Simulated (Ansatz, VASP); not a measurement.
## Cd3Ge in VASP and in Ansatz

```
Cd Ge
1.0
    -2.21035    2.21035    4.58588
     2.21035   -2.21035    4.58588
     2.21035    2.21035   -4.58588
Cd Ge
3 1
Direct
  0.75000 0.25000 0.50000
  0.25000 0.75000 0.50000
  0.50000 0.50000 0.00000
  0.00000 0.00000 0.00000
```

Alike in both runs: task single point; functional LDA; k mesh 3 × 3 × 3; no spin polarisation.

|  | VASP | Ansatz |
| --- | --- | --- |
| version | VASP 6.6.1 | Ansatz 0.2.0 |
| potentials or method | VASP PAW LDA potentials, release 64 (Cd, Ge_d), cutoff 520 eV | plane waves, PAW |
| occupations | methfessel-paxton of order 1, width 0.1 eV | cold |
| valence electrons in the cell | 50 | 74 |

|  | VASP | Ansatz | Ansatz less VASP |
| --- | --- | --- | --- |
| pressure (GPa) | -5.5 | -5.9 | -0.35 |
| traceless stress, the component that is largest in VASP (GPa) | -7.56 | -7.47 | +0.096 |

LDA's correlation is that of Perdew and Zunger in VASP and of Perdew and Wang (1992) in Ansatz. VASP's potentials hold 50 valence electrons a cell and Ansatz's 74, so a difference there can come from the potentials and not from the codes.

The k mesh is coarse, so the values compare programs but aren't converged.
